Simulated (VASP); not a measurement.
Input of a VASP 6.6.1 run:

File INCAR:

```
PREC = Accurate
ENCUT = 520
EDIFF = 1E-7
ISMEAR = 0
SIGMA = 0.1
LREAL = F
LASPH = T
NELM = 60
ALGO = Fast
ISIF = 2
LWAVE = F
LCHARG = F
LDIPOL = T
IDIPOL = 3
DIPOL = 0.5 0.5 0.297
GGA = PE
NBANDS = 104
```

File KPOINTS:

```
regular mesh
0
Gamma
  6 6 1
```

The input POSCAR:

```
HRh6
1.0
    5.4165863251      0.0000000000      0.0000000000
   -2.7082931626      4.6909013593      0.0000000000
    0.0000000000      0.0000000000     22.2966119230
Rh H
12 2
Direct
    0.3333333333      0.1666666667      0.1793994538
    0.3333333333      0.6666666667      0.1793994538
    0.8333333333      0.1666666667      0.1793994538
    0.8333333333      0.6666666667      0.1793994538
    0.1666666667      0.3333333333      0.2757769167
    0.1666666667      0.8333333333      0.2757769167
    0.6666666667      0.3333333333      0.2757769167
    0.6666666667      0.8333333333      0.2757769167
    0.0000000000      0.0000000000      0.3721019118
    0.0000000000      0.5000000000      0.3721019118
    0.5000000000      0.0000000000      0.3721019118
    0.5000000000      0.5000000000      0.3721019118
    0.2010222061      0.4020444122      0.4209882629
    0.2989777939      0.5979555878      0.4209882629
```

Potentials or basis: VASP PAW PBE potentials, release 64 (Rh_pv, H).

Launch:

```bash
$ cat potpaw_PBE.64/Rh_pv/POTCAR potpaw_PBE.64/H/POTCAR > POTCAR
$ mpirun -np 1 vasp_std > vasp.out
```

Task: Predict the band gap on the k mesh.

Result: Zero (bands 91 and 92 overlap by 0.87 eV).

Task: Estimate the largest force.

Result: 1.786 eV/Å.

Forces in eV/Å, atoms in the order of the input:
```
Rh  -0.091  0.015 -0.103
Rh   0.000 -0.045 -0.066
Rh   0.091  0.015 -0.103
Rh   0.000  0.010  0.002
Rh   0.000 -0.090 -0.335
Rh  -0.051  0.066 -0.194
Rh   0.000  0.019  0.139
Rh   0.051  0.066 -0.194
Rh   0.000 -0.313 -0.007
Rh  -0.922 -0.067  0.048
Rh   0.000  0.368 -0.089
Rh   0.922 -0.067  0.048
H    0.000 -1.699  0.383
H    0.000  1.722  0.472
```
